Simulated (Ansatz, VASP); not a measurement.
**Two plane-wave programs on Co**

```
Co
1.0
    -1.39902    1.39902    1.39902
     1.39902   -1.39902    1.39902
     1.39902    1.39902   -1.39902
Co
1
Direct
  0.00000 0.00000 0.00000
```

Alike in both runs: functional r2SCAN; k mesh 20 × 20 × 20; occupations gaussian, width 0.1 eV; collinear spin.

Ansatz relaxed the structure, and its values are those at the end. VASP's run is a single point on that final structure, the one shown.

|  | VASP | Ansatz |
| --- | --- | --- |
| version | VASP 6.6.1 | Ansatz 0.2.0 |
| potentials or method | VASP PAW PBE potentials, release 64 (Co), cutoff 520 eV | scalar-relativistic, plane waves, PAW |
| valence electrons in the cell | 9 | 17 |

Ansatz gave:

- gap on the k mesh at the Fermi level (eV): none
- pressure (GPa): 0.0
- net moment per atom (μB): 1.92
- size of the moment on the site where the two differ most (μB): 2.03

Which values does VASP return?

gap on the k mesh at the Fermi level (eV): none; pressure (GPa): 0.0; net moment per atom (μB): 1.91; size of the moment on the site where the two differ most (μB): 1.97.

VASP's potentials were made for PBE, not for r2SCAN. Site moments also hang on the region over which each program counts them. A gap of «none» marks a metal or a gap that the smearing closes. With one functional, cell and mesh, what is left measures potentials, basis and numerics. VASP's potentials hold 9 valence electrons a cell and Ansatz's 17, so a difference there can come from the potentials and not from the codes.
